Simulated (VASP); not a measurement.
# Ru (Im-3m) in VASP: notebook, part 2 of 2

VASP 6.6.1. The steps go on from the part before.

## Step 3: Relaxation of cell and atoms, PBEsol

This run uses another cell than the first one, of 12.49 Å³/atom, 0.909 times its volume.

Contents of INCAR:

```
SYSTEM = Ru
PREC     = Accurate       ! precision mode
ENCUT    = 600            ! plane-wave cutoff, eV
EDIFF    = 1E-6           ! SCF threshold, eV
ISMEAR   = 0              ! smearing method
SIGMA    = 0.1            ! smearing width, eV
LREAL    = .False.        ! projectors in reciprocal space
LASPH    = .True.         ! aspherical terms in the spheres
NELM     = 100            ! most SCF steps
ALGO     = Fast           ! electronic algorithm
ISIF     = 3              ! what is computed and relaxed
LWAVE    = .False.        ! write WAVECAR
LCHARG   = .False.        ! write CHGCAR
GGA      = PS             ! functional
IBRION   = 2              ! ionic algorithm
NSW      = 100            ! ionic steps
EDIFFG   = -0.05          ! ionic threshold
```

Contents of KPOINTS:

```
Automatic mesh
0
Gamma
  10 10 10
  0 0 0
```

Contents of POSCAR:

```
Ru
1.0
   -1.4615672100      1.4615672100      1.4615672100
    1.4615672100     -1.4615672100      1.4615672100
    1.4615672100      1.4615672100     -1.4615672100
Ru
1
Direct
    0.0000000000      0.0000000000      0.0000000000
```

Potentials or basis: VASP PAW PBE potentials, release 64 (Ru_pv).

Command:

```bash
$ cat potpaw_PBE.64/Ru_pv/POTCAR > POTCAR
$ mpirun -np 1 vasp_std > vasp.out
```

OUTCAR:

```text
SYSTEM = Ru
   PREC = Accurate
   ENCUT = 600
   EDIFF = 1E-6
   ISMEAR = 0
   LREAL = .False.
   LASPH = .True.
   NELM = 100
   ISIF = 3
   GGA = PS
   IBRION = 2
   NSW = 100
   EDIFFG = -0.05

 ion  position               nearest neighbor table
   1  0.000  0.000  0.000-

  LATTYP: Found a body centered cubic cell.
 ALAT       =     2.9231344200

  Lattice vectors:

 A1 = (  -1.4615672100,   1.4615672100,   1.4615672100)
 A2 = (   1.4615672100,  -1.4615672100,   1.4615672100)
 A3 = (   1.4615672100,   1.4615672100,  -1.4615672100)

Analysis of symmetry for initial positions (statically):
=====================================================================
 Subroutine PRICEL returns:
 Original cell was already a primitive cell.

 Routine SETGRP: Setting up the symmetry group for a
 body centered cubic supercell.

 Subroutine GETGRP returns: Found 48 space group operations
 (whereof 48 operations were pure point group operations)
 out of a pool of 48 trial point group operations.

The static configuration has the point symmetry O_h .

Analysis of symmetry for dynamics (positions and initial velocities):
=====================================================================
 Subroutine PRICEL returns:
 Original cell was already a primitive cell.

 Routine SETGRP: Setting up the symmetry group for a
 body centered cubic supercell.

 Subroutine GETGRP returns: Found 48 space group operations
 (whereof 48 operations were pure point group operations)
 out of a pool of 48 trial point group operations.

The dynamic configuration has the point symmetry O_h .

 Subroutine INISYM returns: Found 48 space group operations
 (whereof 48 operations are pure point group operations),
 and found     1 'primitive' translations

----------------------------------------------------------------------------------------

                                     Primitive cell

  volume of cell :      12.4887

  direct lattice vectors                    reciprocal lattice vectors
[... 116 lines left out ...]
 conjugate gradient relaxation of ions
 non-spin polarized calculation
 RMM-DIIS sequential band-by-band and
 Gauss-broadening in eV      SIGMA  =   0.10
  energy-cutoff  :      600.00
  volume of cell :       12.49
 maximum number of plane-waves:       430
   NGX = 11   NGY = 11   NGZ = 11

--------------------------------------- Ionic step        1  -------------------------------------------

 number of electron      14.0000005 magnetization

 Free energy of the ion-electron system (eV)
  ---------------------------------------------------
  ext. energy  EPLUGINS =         0.00000000
  ---------------------------------------------------
  free energy    TOTEN  =        -9.37499872 eV

  energy without entropy =       -9.36629491  energy(sigma->0) =       -9.37064681

------------------------ aborting loop because EDIFF is reached ----------------------------------------

  FORCE on cell =-STRESS in cart. coord.  units (eV):
  Direction    XX          YY          ZZ          XY          YZ          ZX
  --------------------------------------------------------------------------------------
  -------------------------------------------------------------------------------------
  Total        2.9497891      2.9497891      2.9497891      0.0000000     -0.0000000      0.0000000
  in kB      378.4296715    378.4296715    378.4296715      0.0000000     -0.0000000      0.0000000
  external PRESSURE =     378.4296715 kB  Pullay stress =       0.0000000 kB
[... 22 lines left out ...]
--------------------------------------- Ionic step        2  -------------------------------------------

 number of electron      13.9999993 magnetization

 E-fermi :   7.8211     XC(G=0): -12.4017

 val. band max:        7.8172648618   @ k =   0.2000   0.2000   0.1000
 cond. band min:       7.8306668285   @ k =  -0.3000   0.3000   0.3000
 fundamental gap:      0.0134019667
 Fermi energy:         7.8211033740

 k-point     1 :       0.0000    0.0000    0.0000
  band No.  band energies     occupation
      1     -34.5030      2.00000
      2     -34.5030      2.00000
      3     -34.5030      2.00000
      4       1.5327      2.00000
      5       6.0015      2.00000
      6       6.0015      2.00000
      7       6.0015      2.00000
      8       7.7943      1.29556
      9       7.7943      1.29556
     10      18.7289      0.00000
     11      24.4118      0.00000
[... 391 lines left out ...]
--------------------------------------- Ionic step        4  -------------------------------------------

 number of electron      13.9999995 magnetization

 Free energy of the ion-electron system (eV)
  ---------------------------------------------------
  ext. energy  EPLUGINS =         0.00000000
  ---------------------------------------------------
  free energy    TOTEN  =        -9.50998181 eV

  energy without entropy =       -9.50002881  energy(sigma->0) =       -9.50500531

 E-fermi :  12.5863     XC(G=0): -14.1850

 val. band max:       12.5853248532   @ k =   0.3000   0.1000   0.1000
 cond. band min:      12.5874315970   @ k =   0.2000   0.0000   0.0000
 fundamental gap:      0.0021067438
 Fermi energy:        12.5862532093

 k-point     1 :       0.0000    0.0000    0.0000
  band No.  band energies     occupation
      1     -29.9051      2.00000
      2     -29.9051      2.00000
      3     -29.9051      2.00000
      4       4.4616      2.00000
      5       9.7454      2.00000
      6       9.7454      2.00000
      7       9.7454      2.00000
      8      12.5082      1.73020
      9      12.5082      1.73020
     10      22.9865      0.00000
     11      29.7284      0.00000
[... 350 lines left out ...]
  FREE ENERGIE OF THE ION-ELECTRON SYSTEM (eV)
  ---------------------------------------------------
  free  energy   TOTEN  =        -9.5099818052 eV

  energy  without entropy=       -9.5000288134  energy(sigma->0) =       -9.50500531

 reached required accuracy - stopping structural energy minimisation
```

CONTCAR:

```text
Ru
   1.00000000000000
    -1.5097506319523755    1.5097506319523755    1.5097506319523755
     1.5097506319523755   -1.5097506319523755    1.5097506319523755
     1.5097506319523755    1.5097506319523755   -1.5097506319523755
  Ru
     1
Direct
     0.0000000000000000    0.0000000000000000    0.0000000000000000

  0.00000000E+00  0.00000000E+00  0.00000000E+00
```

Run time: 54 s. Hardware: 1 thread of AMD EPYC 7R13, shared host; peak memory 0.1 GiB.

What came out:

| Item | Value |
| --- | --- |
| Free energy | -9.5100 eV |
| Relaxed volume | 13.76 Å³/atom |
| Relaxed cell | a = 2.615 Å, b = 2.615 Å, c = 2.615 Å, α = 109.47°, β = 109.47°, γ = 109.47° |
| Space group after relaxing (to 0.05 Å) | Im-3m (No. 229) |
| Energy gained by relaxing | 135.0 meV/atom |
| Ionic steps | 4 |
| Pressure after relaxing | -0.5 GPa |
| Band gap on the k mesh | zero (band 7 reaches 14.49 eV, above the bottom of band 8 at 11.13 eV) |

The path:
```tsv
step	energy change (eV)	largest force (eV/Å)	pressure (GPa)	volume (Å³)
1	0.0000	0.0000	37.84	12.49
2	0.7929	0.0000	-44.95	18.62
3	-0.1327	0.0000	-4.05	13.92
4	-0.1350	0.0000	-0.49	13.76
```

Final structure:
```
Ru
1.0
    -1.50975    1.50975    1.50975
     1.50975   -1.50975    1.50975
     1.50975    1.50975   -1.50975
Ru
1
Direct
  0.00000 0.00000 0.00000
```

Levels at points of the mesh, in eV from the Fermi level:
```
           k point  band 5  band 6  band 7  band 8  band 9  band 10
(0.00, 0.00, 0.00)   -2.84   -2.84   -2.84   -0.08   -0.08    10.40
(0.50, 0.00, 0.00)   -4.64   -0.09    0.40    1.16    2.54    10.30
(0.50, 0.50, 0.50)   -6.40    1.91    1.91    1.91    9.37     9.37
```

Caveat: the PAW data sets were made with another functional, which shifts forces and pressure a little.

## Step 4: Single point, PBEsol

Contents of INCAR:

```
SYSTEM = Ru
PREC = Accurate
ENCUT = 520
EDIFF = 1E-6
ISMEAR = 0
SIGMA = 0.1
LREAL = .False.
LASPH = .True.
NELM = 80
ALGO = Fast
ISIF = 2
LWAVE = .False.
LCHARG = .True.
GGA = PS
LELF = .True.
LVHAR = .True.
NBANDS = 13
```

Contents of KPOINTS:

```
Automatic mesh
0
Gamma
  20 20 20
  0 0 0
```

Contents of POSCAR:

```
Ru
1.0
   -1.5091928930      1.5091928930      1.5091928930
    1.5091928930     -1.5091928930      1.5091928930
    1.5091928930      1.5091928930     -1.5091928930
Ru
1
Direct
    0.0000000000      0.0000000000      0.0000000000
```

Potentials or basis: VASP PAW PBE potentials, release 64 (Ru_pv).

Command:

```bash
$ cat potpaw_PBE.64/Ru_pv/POTCAR > POTCAR
$ mpirun -np 1 vasp_std > vasp.out
```

OUTCAR:

```text
SYSTEM = Ru
   PREC = Accurate
   ENCUT = 520
   EDIFF = 1E-6
   ISMEAR = 0
   LREAL = .False.
   LASPH = .True.
   NELM = 80
   ISIF = 2
   GGA = PS

 ion  position               nearest neighbor table
   1  0.000  0.000  0.000-

  LATTYP: Found a body centered cubic cell.
 ALAT       =     3.0183857860

  Lattice vectors:

 A1 = (  -1.5091928930,   1.5091928930,   1.5091928930)
 A2 = (   1.5091928930,  -1.5091928930,   1.5091928930)
 A3 = (   1.5091928930,   1.5091928930,  -1.5091928930)

Analysis of symmetry for initial positions (statically):
=====================================================================
 Subroutine PRICEL returns:
 Original cell was already a primitive cell.

 Routine SETGRP: Setting up the symmetry group for a
 body centered cubic supercell.

 Subroutine GETGRP returns: Found 48 space group operations
 (whereof 48 operations were pure point group operations)
 out of a pool of 48 trial point group operations.

The static configuration has the point symmetry O_h .

Analysis of symmetry for dynamics (positions and initial velocities):
=====================================================================
[... 162 lines left out ...]
 Fermi energy:        12.6262998885

 k-point     1 :       0.0000    0.0000    0.0000
  band No.  band energies     occupation
      1     -29.8847      2.00000
      2     -29.8847      2.00000
      3     -29.8847      2.00000
      4       4.4749      2.00000
      5       9.7585      2.00000
      6       9.7585      2.00000
      7       9.7585      2.00000
      8      12.5310      1.82225
      9      12.5310      1.82225
     10      23.0069      0.00000
     11      29.7492      0.00000
     12      29.7492      0.00000
     13      29.7492      0.00000
[... 354 lines left out ...]
  band No.  band energies     occupation
      1     -30.5914      2.00000
      2     -30.1206      2.00000
      3     -29.9238      2.00000
      4       6.9402      2.00000
      5       8.5660      2.00000
      6       9.8480      2.00000
      7      11.9975      2.00000
      8      12.9211      0.00003
      9      13.5064      0.00000
     10      23.0058      0.00000
     11      27.6945      0.00000
     12      28.5316      0.00000
     13      33.4964      0.00000

 [... further k-points ...]
[... 5 lines left out ...]
  --------------------------------------------------------------------------------------
  -------------------------------------------------------------------------------------
  Total       -0.0123647     -0.0123647     -0.0123647      0.0000000      0.0000000      0.0000000
  in kB       -1.4407822     -1.4407822     -1.4407822      0.0000000      0.0000000      0.0000000
  external PRESSURE =      -1.4407822 kB  Pullay stress =       0.0000000 kB

 VOLUME and BASIS-vectors are now :
 -----------------------------------------------------------------------------
  energy-cutoff  :      520.00
  volume of cell :       13.75
      direct lattice vectors                 reciprocal lattice vectors
    -1.509192893  1.509192893  1.509192893     0.000000000  0.331302912  0.331302912
     1.509192893 -1.509192893  1.509192893     0.331302912  0.000000000  0.331302912
     1.509192893  1.509192893 -1.509192893     0.331302912  0.331302912  0.000000000

 POSITION                                       TOTAL-FORCE (eV/Angst)
 -----------------------------------------------------------------------------------
      0.00000      0.00000      0.00000         0.000000     -0.000000     -0.000000
 -----------------------------------------------------------------------------------
    total drift:                                0.000000     -0.000000      0.000000

  FREE ENERGIE OF THE ION-ELECTRON SYSTEM (eV)
  ---------------------------------------------------
  free  energy   TOTEN  =        -9.5099349920 eV

  energy  without entropy=       -9.4995508336  energy(sigma->0) =       -9.50474291
```

Run time: 96 s. Hardware: 1 thread of AMD EPYC 7R13, shared host; peak memory 0.13 GiB.

What came out:

| Item | Value |
| --- | --- |
| Free energy | -9.5099 eV |
| Pressure | -0.1 GPa |
| Band gap on the k mesh | zero (band 7 reaches 14.51 eV, above the bottom of band 8 at 10.82 eV) |

Levels at points of the mesh, in eV from the Fermi level:
| k point | band 4 | band 5 | band 6 | band 7 | band 8 | band 9 | band 10 | band 11 |
| --- | --- | --- | --- | --- | --- | --- | --- | --- |
| (0.00, 0.00, 0.00) | -8.15 | -2.87 | -2.87 | -2.87 | -0.10 | -0.10 | 10.38 | 17.12 |
| (0.50, 0.00, 0.00) | -6.33 | -4.67 | -0.11 | 0.38 | 1.15 | 2.52 | 10.29 | 10.49 |
| (0.50, 0.50, 0.50) | -6.43 | -6.43 | 1.89 | 1.89 | 1.89 | 9.35 | 9.35 | 9.35 |

Caveat: the PAW data sets were made with another functional, which shifts forces and pressure a little.

## Step 5: Summary

| task | cell | k mesh | cutoff (eV) | gap on the mesh (eV) | pressure (GPa) |
| --- | --- | --- | --- | --- | --- |
| single point | a = 2.613 Å, angles 109.5°, 1 atom | 10 × 10 × 10 | 520 | none | 0.2 |
| relaxation of cell and atoms | relaxed from a = 2.532 Å, angles 109.5°, 1 atom | 10 × 10 × 10 | 600 | none | -0.5 |
| single point | a = 2.614 Å, angles 109.5°, 1 atom | 20 × 20 × 20 | 520 | none | -0.1 |

Alike in all rows: level PBEsol; potentials or basis VASP PAW PBE potentials, release 64 (Ru_pv); no spin polarisation; smearing gaussian 0.1 eV.

Caveats: the PAW data sets were made with another functional, which shifts forces and pressure a little.

Total energies depend on the potentials used, so only differences within one code and one set of settings carry meaning.
